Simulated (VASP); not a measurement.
# LaB6 (Pm-3m) in VASP: a series of runs

LaB6 is run at these levels: r2SCAN; tasks: single point.

Everything below comes from runs of VASP 6.6.1. Logs are shortened: lines on timing, memory, paths and dates and some standing lists are left out, and cuts for length are marked.

## (1) The cell of the first run

The structure is cubic, space group Pm-3m (No. 221). Conventional cell: a = 4.207 Å, b = 4.207 Å, c = 4.207 Å, α = 90.00°, β = 90.00°, γ = 90.00°. Within 4.1 Å of La (site symmetry m-3m) lie 24 B at 3.09 Å. B (site symmetry 4mm) has 5 B at 1.69 to 1.78 Å within 2.2 Å.

## (2) Single point, r2SCAN

POSCAR

```
LaB6
1.0
    4.2068415300      0.0000000000      0.0000000000
    0.0000000000      4.2068415300      0.0000000000
    0.0000000000      0.0000000000      4.2068415300
La B
1 6
Direct
    0.0000000000      0.0000000000      0.0000000000
    0.2006176133      0.5000000000      0.5000000000
    0.5000000000      0.2006176133      0.5000000000
    0.7993823867      0.5000000000      0.5000000000
    0.5000000000      0.7993823867      0.5000000000
    0.5000000000      0.5000000000      0.2006176133
    0.5000000000      0.5000000000      0.7993823867
```

INCAR.step1

```
SYSTEM = LaB6
PREC = Accurate ; ENCUT = 520
ISMEAR = -1 ; SIGMA = 0.1
LREAL = .False. ; LASPH = .True.
NELM = 100 ; NBANDS = 24
GGA = PE ; ALGO = Normal
EDIFF = 1E-4 ; LWAVE = .True.
LCHARG = .False.
```

INCAR.step2

```
SYSTEM = LaB6
PREC = Accurate ; ENCUT = 520
EDIFF = 1E-6 ; ISMEAR = -1
SIGMA = 0.1 ; LREAL = .False.
LASPH = .True. ; NELM = 100
ALGO = Normal ; ISIF = 2
LWAVE = .False. ; LCHARG = .False.
METAGGA = R2SCAN ; LMIXTAU = .True.
NBANDS = 24 ; ISTART = 1
```

KPOINTS

```
regular mesh
0
Gamma
  8 8 8
  0 0 0
```

Potentials or basis: VASP PAW PBE potentials, release 64 (La, B).

Launch:

```bash
cat potpaw_PBE.64/La/POTCAR potpaw_PBE.64/B/POTCAR > POTCAR
cp INCAR.step1 INCAR
mpirun -np 1 vasp_std > vasp.out
cp INCAR.step2 INCAR
mpirun -np 1 vasp_std > vasp.out
```

OUTCAR:

```text
SYSTEM = LaB6
   PREC = Accurate
   ENCUT = 520
   EDIFF = 1E-6
   ISMEAR = -1
   LREAL = .False.
   LASPH = .True.
   NELM = 100
   ISIF = 2
   METAGGA = R2SCAN
   ISTART = 1

 ion  position               nearest neighbor table
   1  0.000  0.000  0.000-
   2  0.201  0.500  0.500-   4 1.69   3 1.78   5 1.78   6 1.78   7 1.78
   3  0.500  0.201  0.500-   5 1.69   4 1.78   2 1.78   6 1.78   7 1.78
   4  0.799  0.500  0.500-   2 1.69   3 1.78   5 1.78   6 1.78   7 1.78
   5  0.500  0.799  0.500-   3 1.69   2 1.78   4 1.78   6 1.78   7 1.78
   6  0.500  0.500  0.201-   7 1.69   3 1.78   4 1.78   5 1.78   2 1.78
   7  0.500  0.500  0.799-   6 1.69   3 1.78   4 1.78   5 1.78   2 1.78

  LATTYP: Found a simple cubic cell.
 ALAT       =     4.2068415300

  Lattice vectors:

 A1 = (   4.2068415300,   0.0000000000,   0.0000000000)
 A2 = (   0.0000000000,   4.2068415300,   0.0000000000)
 A3 = (   0.0000000000,   0.0000000000,   4.2068415300)

Analysis of symmetry for initial positions (statically):
=====================================================================
 Subroutine PRICEL returns:
 Original cell was already a primitive cell.

 Routine SETGRP: Setting up the symmetry group for a
 simple cubic supercell.

 Subroutine GETGRP returns: Found 48 space group operations
 (whereof 48 operations were pure point group operations)
 out of a pool of 48 trial point group operations.

The static configuration has the point symmetry O_h .

Analysis of symmetry for dynamics (positions and initial velocities):
=====================================================================
 Subroutine PRICEL returns:
 Original cell was already a primitive cell.

 Routine SETGRP: Setting up the symmetry group for a
 simple cubic supercell.

 Subroutine GETGRP returns: Found 48 space group operations
 (whereof 48 operations were pure point group operations)
 out of a pool of 48 trial point group operations.

The dynamic configuration has the point symmetry O_h .

 Subroutine INISYM returns: Found 48 space group operations
 (whereof 48 operations are pure point group operations),
 and found     1 'primitive' translations

----------------------------------------------------------------------------------------

                                     Primitive cell

  volume of cell :      74.4506

  direct lattice vectors                    reciprocal lattice vectors
     4.206841530  0.000000000  0.000000000     0.237708027  0.000000000  0.000000000
     0.000000000  4.206841530  0.000000000     0.000000000  0.237708027  0.000000000
     0.000000000  0.000000000  4.206841530     0.000000000  0.000000000  0.237708027

  length of vectors
     4.206841530  4.206841530  4.206841530     0.237708027  0.237708027  0.237708027

  position of ions in fractional coordinates (direct lattice)
     0.000000000  0.000000000  0.000000000
     0.200617613  0.500000000  0.500000000
     0.500000000  0.200617613  0.500000000
     0.799382387  0.500000000  0.500000000
     0.500000000  0.799382387  0.500000000
     0.500000000  0.500000000  0.200617613
     0.500000000  0.500000000  0.799382387

  ion indices of the primitive-cell ions
   primitive index   ion index
                 1           1
                 2           2
                 3           3
                 4           4
                 5           5
                 6           6
                 7           7

----------------------------------------------------------------------------------------

 KPOINTS: regular mesh

Automatic generation of k-mesh.
 Grid dimensions read from file:
 generate k-points for:    8    8    8

 Generating k-lattice:

  Cartesian coordinates                     Fractional coordinates (reciprocal lattice)
     0.029713503  0.000000000  0.000000000     0.125000000  0.000000000  0.000000000
     0.000000000  0.029713503  0.000000000     0.000000000  0.125000000  0.000000000
     0.000000000  0.000000000  0.029713503     0.000000000  0.000000000  0.125000000

  Length of vectors
     0.029713503  0.029713503  0.029713503

  Shift w.r.t. Gamma in fractional coordinates (k-lattice)
     0.000000000  0.000000000  0.000000000

 Subroutine IBZKPT returns following result:
 ===========================================

 Found     35 irreducible k-points:

 Following reciprocal coordinates:
            Coordinates               Weight
  0.000000  0.000000  0.000000      1.000000
  0.125000  0.000000  0.000000      6.000000
  0.250000  0.000000  0.000000      6.000000
  0.375000  0.000000  0.000000      6.000000
  0.500000  0.000000  0.000000      3.000000
  0.125000  0.125000  0.000000     12.000000
[... 16 lines left out ...]
  0.375000  0.375000  0.125000     24.000000
  0.500000  0.375000  0.125000     24.000000
 [... further k-points ...]
   k-points           NKPTS =     35   k-points in BZ     NKDIM =     35   number of bands    NBANDS=     24
   number of dos      NEDOS =    301   number of ions     NIONS =      7
   total plane-waves  NPLWV =  32768
   dimension x,y,z NGX =    32 NGY =   32 NGZ =   32
   dimension x,y,z NGXF=    64 NGYF=   64 NGZF=   64
   ions per type =               1   6
   NGX,Y,Z   is equivalent  to a cutoff of  12.65, 12.65, 12.65 a.u.
   NGXF,Y,Z  is equivalent  to a cutoff of  25.29, 25.29, 25.29 a.u.
 SYSTEM =  LaB6
   PREC   = accura    normal or accurate (medium, high low for compatibility)
   ISTART =      1    job   : 0-new  1-cont  2-samecut
   ICHARG =      0    charge: 1-file 2-atom 10-const
   ISPIN  =      1    spin polarized calculation?
   LNONCOLLINEAR =      F non collinear calculations
   LSORBIT =      F    spin-orbit coupling
   LASPH  =      T    aspherical Exc in radial PAW
   ENCUT  =  520.0 eV  38.22 Ry    6.18 a.u.   7.82  7.82  7.82*2*pi/ulx,y,z
   NELM   =    100;   NELMIN=  2; NELMDL=  0     # of ELM steps
   EDIFF  = 0.1E-05   stopping-criterion for ELM
   LREAL  =      F    real-space projection
   EDIFFG = 0.1E-04   stopping-criterion for IOM
   NSW    =      0    number of steps for IOM
   IBRION =     -1    ionic relax: 0-MD 1-quasi-New 2-CG
   NFREE  =      0    steps in history (QN), initial steepest desc. (CG)
   ISIF   =      2    stress and relaxation
   ISYM   =      2    0-nonsym 1-usesym 2-fastsym
   POTIM  = 0.5000    time-step for ionic-motion
   TEBEG  =    0.0;   TEEND  =   0.0 temperature during run
   PSTRESS=    0.0 pullay stress
   NELECT =      29.0000    total number of electrons
   NUPDOWN=      -1.0000    fix difference up-down
   EMIN   =  10.00;   EMAX   =-10.00  energy-range for DOS
   EFERMI =   0.00;   METHOD = LEGACY
   ISMEAR =    -1;   SIGMA  =   0.10  broadening in eV -4-tet -1-fermi 0-gaus
   EFERMI_NEDOS =   21; number of points for ismear=-14 and -15
   IALGO  =     38    algorithm
   IMIX   =      4    mixing-type and parameters
     AMIX     =   0.40;   BMIX     =  1.00
     AMIX_MAG =   1.60;   BMIX_MAG =  1.00
  volume/ion in A,a.u.               =      10.64        71.77
  Fermi-wavevector in a.u.,A,eV,Ry     =   1.195597  2.259350 19.448865  1.429451
  Thomas-Fermi vector in A             =   2.331558
   LORBIT       =      0    0 simple, 1 ext, 2 COOP (PROOUT), +10 PAW based schemes
   METAGGA = R2SCAN    functional components
   LHFCALC =     F    Hartree Fock is set to
   AEXX    =    0.0000 exact exchange contribution
   IVDW    =     0    specifies the selected vdW correction
   LEPSILON=     F    determine dielectric tensor
   LRPA    =     F    only Hartree local field effects (RPA)
 non-spin polarized calculation
  energy-cutoff  :      520.00
  volume of cell :       74.45
 maximum number of plane-waves:      2021
 NGX is ok and might be reduce to    32
   NGX = 15   NGY = 15   NGZ = 15

 number of electron      29.0000001 magnetization

 Free energy of the ion-electron system (eV)
  ---------------------------------------------------
  ext. energy  EPLUGINS =         0.00000000
  ---------------------------------------------------
  free energy    TOTEN  =       -78.17538236 eV

  energy without entropy =      -78.14931751  energy(sigma->0) =      -78.16234994

 E-fermi :   8.4027     XC(G=0): -11.7578

 val. band max:        8.4002343905   @ k =   0.2500   0.2500   0.0000
 cond. band min:       8.4357559154   @ k =   0.1250   0.1250   0.0000
 fundamental gap:      0.0355215249
 Fermi energy:         8.4026959121

 k-point     1 :       0.0000    0.0000    0.0000
  band No.  band energies     occupation
      1     -26.1285      2.00000
      2      -9.4022      2.00000
      3      -9.4022      2.00000
      4      -9.4022      2.00000
      5      -7.9614      2.00000
      6       0.1717      2.00000
[... 16 lines left out ...]
     23      10.4838      0.00000
     24      11.5892      0.00000

 k-point     2 :       0.1250    0.0000    0.0000
  band No.  band energies     occupation
      1     -26.1254      2.00000
      2      -9.5360      2.00000
      3      -9.3922      2.00000
      4      -9.3922      2.00000
      5      -7.8096      2.00000
      6      -0.8070      2.00000
[... 16 lines left out ...]
     23      10.5874      0.00000
     24      11.5467      0.00000

 k-point     3 :       0.2500    0.0000    0.0000
  band No.  band energies     occupation
      1     -26.1181      2.00000
      2      -9.7961      2.00000
      3      -9.3677      2.00000
      4      -9.3677      2.00000
      5      -7.4903      2.00000
      6      -1.8229      2.00000
[... 16 lines left out ...]
     23      10.9518      0.00000
     24      11.0324      0.00000
[... 514 lines left out ...]
 k-point    23 :       0.3750    0.3750    0.1250
  band No.  band energies     occupation
      1     -26.0908      2.00000
      2      -9.7745      2.00000
      3      -9.6991      2.00000
      4      -9.3524      2.00000
      5      -7.2723      2.00000
      6      -1.8527      2.00000
[... 16 lines left out ...]
     23      11.1840      0.00000
     24      11.7280      0.00000

 k-point    24 :       0.5000    0.3750    0.1250
  band No.  band energies     occupation
      1     -26.0879      2.00000
      2      -9.7989      2.00000
      3      -9.6921      2.00000
      4      -9.3419      2.00000
      5      -7.2940      2.00000
      6      -1.9184      2.00000
[... 16 lines left out ...]
     23      11.4191      0.00000
     24      11.7680      0.00000

 [... further k-points ...]
[... 5 lines left out ...]
  --------------------------------------------------------------------------------------
  -------------------------------------------------------------------------------------
  Total       -3.0336165     -3.0336165     -3.0336165      0.0000000     -0.0000000      0.0000000
  in kB      -65.2834058    -65.2834058    -65.2834058      0.0000000     -0.0000000      0.0000000
  external PRESSURE =     -65.2834058 kB  Pullay stress =       0.0000000 kB

 VOLUME and BASIS-vectors are now :
 -----------------------------------------------------------------------------
  energy-cutoff  :      520.00
  volume of cell :       74.45
      direct lattice vectors                 reciprocal lattice vectors
     4.206841530  0.000000000  0.000000000     0.237708027  0.000000000  0.000000000
     0.000000000  4.206841530  0.000000000     0.000000000  0.237708027  0.000000000
     0.000000000  0.000000000  4.206841530     0.000000000  0.000000000  0.237708027

 POSITION                                       TOTAL-FORCE (eV/Angst)
 -----------------------------------------------------------------------------------
      0.00000      0.00000      0.00000         0.000000      0.000000      0.000000
      0.84397      2.10342      2.10342        -0.016294      0.000000     -0.000000
      2.10342      0.84397      2.10342         0.000000     -0.016294     -0.000000
      3.36288      2.10342      2.10342         0.016294      0.000000     -0.000000
      2.10342      3.36288      2.10342         0.000000      0.016294      0.000000
      2.10342      2.10342      0.84397        -0.000000      0.000000     -0.016294
      2.10342      2.10342      3.36288         0.000000     -0.000000      0.016294
 -----------------------------------------------------------------------------------
    total drift:                                0.000000      0.000000      0.000000

  FREE ENERGIE OF THE ION-ELECTRON SYSTEM (eV)
  ---------------------------------------------------
  free  energy   TOTEN  =       -78.1753823624 eV

  energy  without entropy=      -78.1493175096  energy(sigma->0) =      -78.16234994
```

It took 3.7 min on 1 thread of AMD EPYC 7R43 (Zen 3), shared host; peak memory 0.19 GiB.

Results:

```
Free energy   : -78.1754 eV
Pressure      : -6.5 GPa
Largest force : 0.016 eV/Å
```

Forces on the atoms (eV/Å):
```
La   0.000  0.000  0.000
B   -0.016  0.000  0.000
B    0.000 -0.016  0.000
B    0.016  0.000  0.000
B    0.000  0.016  0.000
B    0.000  0.000 -0.016
B    0.000  0.000  0.016
```

Levels at points of the mesh, in eV from the Fermi level:
```tsv
k point	band 12	band 13	band 14	band 15	band 16	band 17
(0.00, 0.00, 0.00)	-1.98	-1.98	-1.98	0.27	0.27	0.27
(0.50, 0.00, 0.00)	-3.67	-3.36	-2.42	-1.59	1.56	1.56
(0.50, 0.50, 0.00)	-4.60	-3.04	-3.04	1.10	1.10	2.03
(0.50, 0.50, 0.50)	-2.54	-2.54	-2.54	1.54	1.85	1.85
```

Caveat: the PAW data sets were made with another functional, which shifts forces and pressure a little; spin-orbit coupling is left out, which moves the levels of the heavy elements.

## (3) Single point, r2SCAN

This run uses another cell than the first one, of 10.84 Å³/atom, 1.019 times its volume.

POSCAR

```
LaB6
1.0
    4.2336374300      0.0000000000      0.0000000000
    0.0000000000      4.2336374300      0.0000000000
    0.0000000000      0.0000000000      4.2336374300
La B
1 6
Direct
    0.0000000000      0.0000000000      0.0000000000
    0.2009304743      0.5000000000      0.5000000000
    0.5000000000      0.2009304743      0.5000000000
    0.7990695257      0.5000000000      0.5000000000
    0.5000000000      0.7990695257      0.5000000000
    0.5000000000      0.5000000000      0.2009304743
    0.5000000000      0.5000000000      0.7990695257
```

INCAR.step1

```
PREC = Accurate ; ENCUT = 520
ISMEAR = -1 ; SIGMA = 0.1
LREAL = F ; LASPH = T
NELM = 60 ; NBANDS = 24
GGA = PE ; ALGO = Normal
EDIFF = 1E-4 ; LWAVE = T
LCHARG = F
```

INCAR.step2

```
PREC = Accurate ; ENCUT = 520
EDIFF = 1E-6 ; ISMEAR = -1
SIGMA = 0.1 ; LREAL = F
LASPH = T ; NELM = 60
ALGO = Normal ; ISIF = 2
LWAVE = F ; LCHARG = F
METAGGA = R2SCAN ; LMIXTAU = T
NBANDS = 24 ; ISTART = 1
```

KPOINTS

```
regular mesh
0
Gamma
  8 8 8
```

Potentials or basis: VASP PAW PBE potentials, release 64 (La, B).

Launch:

```bash
cat potpaw_PBE.64/La/POTCAR potpaw_PBE.64/B/POTCAR > POTCAR
cp INCAR.step1 INCAR
mpirun -np 1 vasp_std > vasp.out
cp INCAR.step2 INCAR
mpirun -np 1 vasp_std > vasp.out
```

OUTCAR:

```text
PREC = Accurate
   ENCUT = 520
   EDIFF = 1E-6
   ISMEAR = -1
   LREAL = F
   LASPH = T
   NELM = 60
   ISIF = 2
   METAGGA = R2SCAN
   ISTART = 1

 ion  position               nearest neighbor table
   1  0.000  0.000  0.000-
   2  0.201  0.500  0.500-   4 1.70   3 1.79   5 1.79   6 1.79   7 1.79
   3  0.500  0.201  0.500-   5 1.70   4 1.79   2 1.79   6 1.79   7 1.79
   4  0.799  0.500  0.500-   2 1.70   3 1.79   5 1.79   6 1.79   7 1.79
[... 859 lines left out ...]
  -------------------------------------------------------------------------------------
  Total       -4.4397287     -4.4397287     -4.4397287     -0.0000000      0.0000000     -0.0000000
  in kB      -93.7402337    -93.7402337    -93.7402337     -0.0000000      0.0000000     -0.0000000
  external PRESSURE =     -93.7402337 kB  Pullay stress =       0.0000000 kB

 VOLUME and BASIS-vectors are now :
 -----------------------------------------------------------------------------
  energy-cutoff  :      520.00
  volume of cell :       75.88
      direct lattice vectors                 reciprocal lattice vectors
     4.233637430  0.000000000  0.000000000     0.236203505  0.000000000  0.000000000
     0.000000000  4.233637430  0.000000000     0.000000000  0.236203505  0.000000000
     0.000000000  0.000000000  4.233637430     0.000000000  0.000000000  0.236203505

 POSITION                                       TOTAL-FORCE (eV/Angst)
 -----------------------------------------------------------------------------------
      0.00000      0.00000      0.00000        -0.000000      0.000000      0.000000
      0.85067      2.11682      2.11682        -0.014225      0.000000     -0.000000
      2.11682      0.85067      2.11682        -0.000000     -0.014225      0.000000
      3.38297      2.11682      2.11682         0.014225     -0.000000      0.000000
      2.11682      3.38297      2.11682        -0.000000      0.014225     -0.000000
      2.11682      2.11682      0.85067        -0.000000      0.000000     -0.014225
      2.11682      2.11682      3.38297        -0.000000     -0.000000      0.014225
 -----------------------------------------------------------------------------------
    total drift:                                0.000000     -0.000000     -0.000000

  FREE ENERGIE OF THE ION-ELECTRON SYSTEM (eV)
  ---------------------------------------------------
  free  energy   TOTEN  =       -78.1047926711 eV

  energy  without entropy=      -78.0779830585  energy(sigma->0) =      -78.09138786
```

OSZICAR.step1:

```text
N       E                     dE             d eps       ncg     rms          rms(c)
DAV:   1     0.202118206135E+03    0.20212E+03   -0.11002E+04  1760   0.151E+03
DAV:   2    -0.230618403947E+02   -0.22518E+03   -0.18947E+03  2000   0.263E+02
DAV:   3    -0.516422873094E+02   -0.28580E+02   -0.27294E+02  2384   0.116E+02
DAV:   4    -0.530109752611E+02   -0.13687E+01   -0.13624E+01  2976   0.218E+01
DAV:   5    -0.530617110984E+02   -0.50736E-01   -0.50676E-01  2568   0.320E+00    0.859E+00
DAV:   6    -0.492513728868E+02    0.38103E+01   -0.87318E+00  2792   0.145E+01    0.430E+00
DAV:   7    -0.489669957165E+02    0.28438E+00   -0.33697E+00  2576   0.807E+00    0.184E+00
DAV:   8    -0.490681710140E+02   -0.10118E+00   -0.12369E+00  3024   0.105E+01    0.130E+00
DAV:   9    -0.489612958518E+02    0.10688E+00   -0.21046E-01  2872   0.346E+00    0.646E-01
DAV:  10    -0.489468009201E+02    0.14495E-01   -0.13687E-01  3128   0.275E+00    0.157E-01
DAV:  11    -0.489464044774E+02    0.39644E-03   -0.90725E-03  2680   0.769E-01    0.760E-02
DAV:  12    -0.489464467838E+02   -0.42306E-04   -0.22720E-04  2512   0.124E-01
   1 F= -.48946447E+02 E0= -.48932056E+02  d E =-.287816E-01
```

Run time: 3.6 min. Hardware: 1 thread of AMD EPYC 7R43 (Zen 3), shared host; peak memory 0.19 GiB.

Results:

```yaml
Free_energy: -78.1048 eV
Pressure: -9.4 GPa
Largest_force: 0.014 eV/Å
```

Forces on the atoms (eV/Å):
```
La   0.000  0.000  0.000
B   -0.014  0.000  0.000
B    0.000 -0.014  0.000
B    0.014  0.000  0.000
B    0.000  0.014  0.000
B    0.000  0.000 -0.014
B    0.000  0.000  0.014
```

Caveat: the PAW data sets were made with another functional, which shifts forces and pressure a little; spin-orbit coupling is left out, which moves the levels of the heavy elements.
